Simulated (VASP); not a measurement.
# Al3Au5 (R-3m) in VASP: relaxation of cell and atoms with r2SCAN

Aim: the relaxation of cell and atoms of Al3Au5 with r2SCAN.

Program: VASP 6.6.1. These are calculated values, not measurements. Logs are shortened: lines on timing, memory, paths and dates and some standing lists are left out, and cuts for length are marked.

**1. The cell of the first run**

The structure is trigonal, space group R-3m (No. 166). The conventional cell has a = 5.745 Å, b = 5.745 Å, c = 14.073 Å, α = 90.00°, β = 90.00°, γ = 120.00°. Within 3.8 Å of Au (site symmetry -3m) lie 6 Au at 2.87 Å and 6 Al at 2.87 Å. Within 3.8 Å of Au (site symmetry 2/m) lie 8 Au at 2.87 Å and 4 Al at 2.87 Å. Au (site symmetry -3m) has 6 Au at 2.87 Å and 6 Al at 2.87 Å within 3.8 Å. Within 3.8 Å of Al (site symmetry 2/m) lie 8 Au at 2.87 Å and 4 Al at 2.87 Å.

**2. Relaxation of cell and atoms, r2SCAN**

POSCAR reads:

```
Al3Au5
1.0
    0.0000000000      4.0625000000      4.0625000000
    4.0625000000      0.0000000000      4.0625000000
    4.0625000000      4.0625000000      0.0000000000
Au Al
5 3
Direct
    0.0000000000      0.0000000000      0.0000000000
    0.0000000000      0.5000000000      0.0000000000
    0.0000000000      0.5000000000      0.5000000000
    0.5000000000      0.5000000000      0.0000000000
    0.5000000000      0.5000000000      0.5000000000
    0.0000000000      0.0000000000      0.5000000000
    0.5000000000      0.0000000000      0.0000000000
    0.5000000000      0.0000000000      0.5000000000
```

INCAR.step1 reads:

```
PREC     = Accurate       # precision mode
ENCUT    = 550            # plane-wave cutoff, eV
ISMEAR   = 1              # smearing method
SIGMA    = 0.05           # smearing width, eV
LREAL    = False          # projectors in reciprocal space
LASPH    = True           # aspherical terms in the spheres
NELM     = 120            # most SCF steps
GGA      = PE             # functional
ALGO     = Normal         # electronic algorithm
EDIFF    = 1E-5           # SCF threshold, eV
LWAVE    = True           # write WAVECAR
LCHARG   = False          # write CHGCAR
GGA_COMPAT= False        
IBRION   = 2              # ionic algorithm
ISIF     = 3              # what is computed and relaxed
EDIFFG   = -0.005         # ionic threshold
NELMIN   = 4            
NSW      = 100            # ionic steps
```

INCAR.step2 reads:

```
PREC     = Accurate       # precision mode
ENCUT    = 550            # plane-wave cutoff, eV
EDIFF    = 1E-7           # SCF threshold, eV
ISMEAR   = 1              # smearing method
SIGMA    = 0.05           # smearing width, eV
LREAL    = False          # projectors in reciprocal space
LASPH    = True           # aspherical terms in the spheres
NELM     = 120            # most SCF steps
ALGO     = Normal         # electronic algorithm
ISIF     = 3              # what is computed and relaxed
LWAVE    = False          # write WAVECAR
LCHARG   = False          # write CHGCAR
METAGGA  = R2SCAN         # meta-GGA
LMIXTAU  = True         
IBRION   = 2              # ionic algorithm
NSW      = 80             # ionic steps
EDIFFG   = -0.01          # ionic threshold
ISTART   = 1            
GGA_COMPAT= False        
NELMIN   = 4
```

KPOINTS reads:

```
regular mesh
0
Gamma
  5 5 5
```

Potentials or basis: VASP PAW PBE potentials, release 64 (Au, Al).

The run is started by

```console
$ cat potpaw_PBE.64/Au/POTCAR potpaw_PBE.64/Al/POTCAR > POTCAR
$ cp INCAR.step1 INCAR
$ mpirun -np 1 vasp_std > vasp.out
$ cp INCAR.step2 INCAR
$ mpirun -np 1 vasp_std > vasp.out
```

OUTCAR:

```text
PREC = Accurate
   ENCUT = 550
   EDIFF = 1E-7
   ISMEAR = 1
   LREAL = False
   LASPH = True
   NELM = 120
   ISIF = 3
   METAGGA = R2SCAN
   IBRION = 2
   NSW = 80
   EDIFFG = -0.01
   ISTART = 1
   NELMIN = 4

 ion  position               nearest neighbor table
   1  0.000  0.000  0.000-   2 2.87   6 2.87   7 2.87   3 2.87   6 2.87   8 2.87   2 2.87   3 2.87
                             4 2.87   4 2.87   7 2.87   8 2.87
   2  0.000  0.500  0.000-   1 2.87   3 2.87   4 2.87   3 2.87   5 2.87   6 2.87   1 2.87   6 2.87
                             7 2.87   4 2.87   5 2.87   7 2.87
   3  0.000  0.500  0.500-   2 2.87   5 2.87   6 2.87   1 2.87   2 2.87   4 2.87   1 2.87   6 2.87
                             8 2.87   4 2.87   5 2.87   8 2.87
   4  0.500  0.500  0.000-   2 2.87   5 2.87   7 2.87   3 2.87   5 2.87   8 2.87   1 2.87   7 2.87
                             8 2.87   1 2.87   2 2.87   3 2.87
   5  0.500  0.500  0.500-   3 2.87   4 2.87   8 2.87   2 2.87   4 2.87   7 2.87   6 2.87   7 2.87
                             8 2.87   2 2.87   3 2.87   6 2.87
   6  0.000  0.000  0.500-   1 2.87   3 2.87   8 2.87   1 2.87   2 2.87   7 2.87   2 2.87   3 2.87
                             5 2.87   5 2.87   7 2.87   8 2.87
   7  0.500  0.000  0.000-   1 2.87   4 2.87   8 2.87   5 2.87   6 2.87   8 2.87   2 2.87   4 2.87
                             5 2.87   1 2.87   2 2.87   6 2.87
   8  0.500  0.000  0.500-   5 2.87   6 2.87   7 2.87   1 2.87   4 2.87   7 2.87   3 2.87   4 2.87
                             5 2.87   1 2.87   3 2.87   6 2.87

  LATTYP: Found a face centered cubic cell.
 ALAT       =     8.1250000000

  Lattice vectors:

 A1 = (   0.0000000000,   4.0625000000,   4.0625000000)
 A2 = (   4.0625000000,   0.0000000000,   4.0625000000)
 A3 = (   4.0625000000,   4.0625000000,   0.0000000000)

Analysis of symmetry for initial positions (statically):
=====================================================================
 Subroutine PRICEL returns:
 Original cell was already a primitive cell.

 Routine SETGRP: Setting up the symmetry group for a
 face centered cubic supercell.

 Subroutine GETGRP returns: Found 12 space group operations
 (whereof 12 operations were pure point group operations)
 out of a pool of 48 trial point group operations.

The static configuration has the point symmetry D_3d.

Analysis of symmetry for dynamics (positions and initial velocities):
=====================================================================
 Subroutine PRICEL returns:
 Original cell was already a primitive cell.

 Routine SETGRP: Setting up the symmetry group for a
 face centered cubic supercell.

 Subroutine GETGRP returns: Found 12 space group operations
 (whereof 12 operations were pure point group operations)
 out of a pool of 48 trial point group operations.

The dynamic configuration has the point symmetry D_3d.
[... 100 lines left out ...]
   LNONCOLLINEAR =      F non collinear calculations
   LSORBIT =      F    spin-orbit coupling
   LASPH  =      T    aspherical Exc in radial PAW
   ENCUT  =  550.0 eV  40.42 Ry    6.36 a.u.  10.99 10.99 10.99*2*pi/ulx,y,z
   NELM   =    120;   NELMIN=  4; NELMDL=  0     # of ELM steps
   EDIFF  = 0.1E-06   stopping-criterion for ELM
   LREAL  =      F    real-space projection
   EDIFFG = -.1E-01   stopping-criterion for IOM
   NSW    =     80    number of steps for IOM
   IBRION =      2    ionic relax: 0-MD 1-quasi-New 2-CG
   NFREE  =      1    steps in history (QN), initial steepest desc. (CG)
   ISIF   =      3    stress and relaxation
   ISYM   =      2    0-nonsym 1-usesym 2-fastsym
   POTIM  = 0.5000    time-step for ionic-motion
   TEBEG  =    0.0;   TEEND  =   0.0 temperature during run
   PSTRESS=    0.0 pullay stress
   NELECT =      64.0000    total number of electrons
   NUPDOWN=      -1.0000    fix difference up-down
   EMIN   =  10.00;   EMAX   =-10.00  energy-range for DOS
   EFERMI =   0.00;   METHOD = LEGACY
   ISMEAR =     1;   SIGMA  =   0.05  broadening in eV -4-tet -1-fermi 0-gaus
   EFERMI_NEDOS =   21; number of points for ismear=-14 and -15
   IALGO  =     38    algorithm
   IMIX   =      4    mixing-type and parameters
     AMIX     =   0.40;   BMIX     =  1.00
     AMIX_MAG =   1.60;   BMIX_MAG =  1.00
  volume/ion in A,a.u.               =      16.76       113.11
  Fermi-wavevector in a.u.,A,eV,Ry     =   1.279376  2.417670 22.270048  1.636802
  Thomas-Fermi vector in A             =   2.411865
   LORBIT       =      0    0 simple, 1 ext, 2 COOP (PROOUT), +10 PAW based schemes
   METAGGA = R2SCAN    functional components
   LHFCALC =     F    Hartree Fock is set to
   AEXX    =    0.0000 exact exchange contribution
   IVDW    =     0    specifies the selected vdW correction
   LEPSILON=     F    determine dielectric tensor
   LRPA    =     F    only Hartree local field effects (RPA)
 conjugate gradient relaxation of ions
 non-spin polarized calculation
 Methfessel and Paxton  Order N= 1 SIGMA  =   0.05
  energy-cutoff  :      550.00
  volume of cell :      134.09
 maximum number of plane-waves:      3940
 NGX is ok and might be reduce to    48
   NGX = 21   NGY = 21   NGZ = 21

--------------------------------------- Ionic step        1  -------------------------------------------

 number of electron      63.9999994 magnetization

 Free energy of the ion-electron system (eV)
  ---------------------------------------------------
  ext. energy  EPLUGINS =         0.00000000
  ---------------------------------------------------
  free energy    TOTEN  =      -274.47962443 eV

  energy without entropy =     -274.47775618  energy(sigma->0) =     -274.47900168

------------------------ aborting loop because EDIFF is reached ----------------------------------------

  FORCE on cell =-STRESS in cart. coord.  units (eV):
  Direction    XX          YY          ZZ          XY          YZ          ZX
  --------------------------------------------------------------------------------------
  -------------------------------------------------------------------------------------
  Total       -0.9260634     -0.9260634     -0.9260634      2.0076305      2.0076305     -2.0076305
  in kB      -11.0647398    -11.0647398    -11.0647398     23.9874593     23.9874593    -23.9874593
  external PRESSURE =     -11.0647398 kB  Pullay stress =       0.0000000 kB
[... 239 lines left out ...]
--------------------------------------- Ionic step        7  -------------------------------------------

 number of electron      64.0000005 magnetization

 Free energy of the ion-electron system (eV)
  ---------------------------------------------------
  ext. energy  EPLUGINS =         0.00000000
  ---------------------------------------------------
  free energy    TOTEN  =      -274.67661734 eV

  energy without entropy =     -274.67680429  energy(sigma->0) =     -274.67667966

 E-fermi :   9.4242     XC(G=0): -12.7762

 val. band max:        9.3831745336   @ k =  -0.2000   0.2000   0.0000
 cond. band min:       9.5582139003   @ k =   0.2000   0.0000  -0.4000
 fundamental gap:      0.1750393667
 Fermi energy:         9.4241834911

 k-point     1 :       0.0000    0.0000    0.0000
  band No.  band energies     occupation
      1      -1.9961      2.00000
      2       1.1641      2.00000
      3       1.3320      2.00000
      4       1.3320      2.00000
      5       1.9599      2.00000
      6       1.9599      2.00000
[... 803 lines left out ...]
  FREE ENERGIE OF THE ION-ELECTRON SYSTEM (eV)
  ---------------------------------------------------
  free  energy   TOTEN  =      -274.6766173399 eV

  energy  without entropy=     -274.6768042876  energy(sigma->0) =     -274.67667966

 reached required accuracy - stopping structural energy minimisation
```

It took 50 min on 1 thread of Intel Xeon Platinum 8488C (Sapphire Rapids), shared host; peak memory 0.41 GiB.

What came out:

* Free energy: -274.6766 eV
* Relaxed volume: 16.68 Å³/atom
* Relaxed cell: a = 5.914 Å, b = 5.573 Å, c = 5.914 Å, α = 57.95°, β = 60.00°, γ = 57.95°
* Space group after relaxing (to 0.1 Å): R-3m (No. 166)
* Energy gained by relaxing: 24.6 meV/atom
* Ionic steps: 7
* Pressure after relaxing: 0.0 GPa
* Band gap on the k mesh: zero (bands 32 and 33 overlap by 2.17 eV)

The path:
| step | energy change (eV) | largest force (eV/Å) | pressure (GPa) | volume (Å³) |
| --- | --- | --- | --- | --- |
| 1 | 0.0000 | 0.0000 | -1.11 | 134.09 |
| 2 | -0.1179 | 0.0000 | 1.20 | 131.80 |
| 3 | -0.1431 | 0.0000 | 3.08 | 130.35 |
| 4 | -0.1967 | 0.0000 | -0.30 | 133.70 |
| 5 | -0.1967 | 0.0000 | -0.23 | 133.62 |
| 6 | -0.1967 | 0.0000 | -0.17 | 133.56 |
| 7 | -0.1970 | 0.0000 | 0.01 | 133.43 |

Final structure:
```cif
data_structure
_symmetry_space_group_name_H-M 'P 1'
_symmetry_Int_Tables_number 1
_cell_length_a 5.9143
_cell_length_b 5.5731
_cell_length_c 5.9143
_cell_angle_alpha 57.954
_cell_angle_beta 60.000
_cell_angle_gamma 57.954
_cell_volume 133.43
loop_
_atom_site_label
_atom_site_type_symbol
_atom_site_fract_x
_atom_site_fract_y
_atom_site_fract_z
_atom_site_occupancy
Au1 Au 0.00000 0.00000 0.00000 1
Au2 Au 0.00000 0.50000 0.00000 1
Au3 Au 0.00000 0.50000 0.50000 1
Au4 Au 0.50000 0.50000 0.00000 1
Au5 Au 0.50000 0.50000 0.50000 1
Al1 Al 0.00000 0.00000 0.50000 1
Al2 Al 0.50000 0.00000 0.00000 1
Al3 Al 0.50000 0.00000 0.50000 1
```

Levels at points of the mesh, in eV from the Fermi level:
```
           k point  band 29  band 30  band 31  band 32  band 33  band 34  band 35  band 36
(0.00, 0.00, 0.00)    -2.49    -2.49    -1.20    -1.20    -0.11    -0.06     0.45     0.45
```

Caveat: the PAW data sets were made with another functional, which shifts forces and pressure a little; spin-orbit coupling is left out, which moves the levels of the heavy elements.

The gap in the log of VASP goes by the Fermi energy; the results here count the filled bands.